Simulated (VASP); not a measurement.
MnO: single point with PBEsol

Crystal: MnO.

```
CELL_PARAMETERS angstrom
3.41909 0.00000 0.00000
-1.70954 2.96102 0.00000
0.00000 0.00000 5.39217
ATOMIC_POSITIONS crystal
Mn 0.33333 0.66667 0.99978
Mn 0.66667 0.33333 0.49978
O 0.33333 0.66667 0.38665
O 0.66667 0.33333 0.88665
```

```yaml
Program: VASP 6.6.1
Task: single point
Functional: PBEsol
Potentials_or_basis: VASP PAW PBE potentials, release 64 (Mn_pv, O)
Cutoff: 520 eV
k_mesh: 12 × 12 × 8
Occupations: gaussian, width 0.1 eV
Spin: collinear spin, ferromagnetic start
Starting_moments: "[4.32, 4.32, 0.25, 0.25] μB"
Dipole_correction: no
Further_INCAR_settings: ALGO = Normal; EDIFF = 1e-06; NBANDS = 31
```

The pressure is -3.1 GPa. The largest force is 0.008 eV/Å, the band gap on the k mesh is zero (filled and empty bands overlap) and the net moment is 10.00 μB per cell. The site moments are Mn +4.42; O +0.19 μB and the valence electrons inside the program's atomic spheres are Mn 11.39; O 4.97.

Forces on the atoms (eV/Å):
```
Mn   0.000  0.000  0.008
Mn   0.000  0.000  0.008
O    0.000  0.000 -0.008
O    0.000  0.000 -0.008
```

Stress tensor (GPa, compression positive):
```
-3.08  0.00  0.00
 0.00 -3.08  0.00
 0.00  0.00 -3.24
```

Levels at points of the mesh, in eV from the Fermi level:
Spin up:
| k point | band 21 | band 22 | band 23 | band 24 | band 25 | band 26 | band 27 | band 28 |
| --- | --- | --- | --- | --- | --- | --- | --- | --- |
| (0.00, 0.00, 0.00) | -0.70 | -0.70 | -0.36 | 0.07 | 0.07 | 3.52 | 5.35 | 11.11 |
| (0.50, 0.00, 0.00) | -1.92 | -1.92 | -0.94 | -0.92 | 3.85 | 4.21 | 5.77 | 7.30 |
| (0.00, 0.00, 0.50) | -0.34 | -0.34 | -0.34 | -0.34 | 1.08 | 1.08 | 8.16 | 8.16 |
| (0.50, 0.00, 0.50) | -1.36 | -1.36 | -1.22 | -1.22 | 3.72 | 3.72 | 6.05 | 6.05 |
Spin down:
```tsv
k point	band 11	band 12	band 13	band 14	band 15	band 16	band 17	band 18
(0.00, 0.00, 0.00)	-4.85	-4.77	-4.77	-4.57	-0.13	1.04	1.04	1.54
(0.50, 0.00, 0.00)	-5.07	-4.62	-4.60	-4.52	0.27	0.84	1.10	1.40
(0.00, 0.00, 0.50)	-4.83	-4.83	-4.83	-4.83	1.49	1.49	1.49	1.49
(0.50, 0.00, 0.50)	-4.64	-4.64	-4.62	-4.62	0.94	0.94	1.59	1.59
```

It took 7.9 min on 1 thread of Oxide Virtual Turin-like Processor, with other jobs on the host, peak memory 0.31 GiB.

Caveat: the cell stands under tension; the PAW data sets were made with another functional, which shifts forces and pressure a little; semilocal functionals often make such compounds metallic where correlation or magnetic order opens a gap, which also shifts bond lengths; the run started ferromagnetic, and an antiferromagnetic order may lie lower in energy. With open d or f shells a metallic result of PBEsol can be an artefact of self-interaction; +U or a hybrid may open a gap.
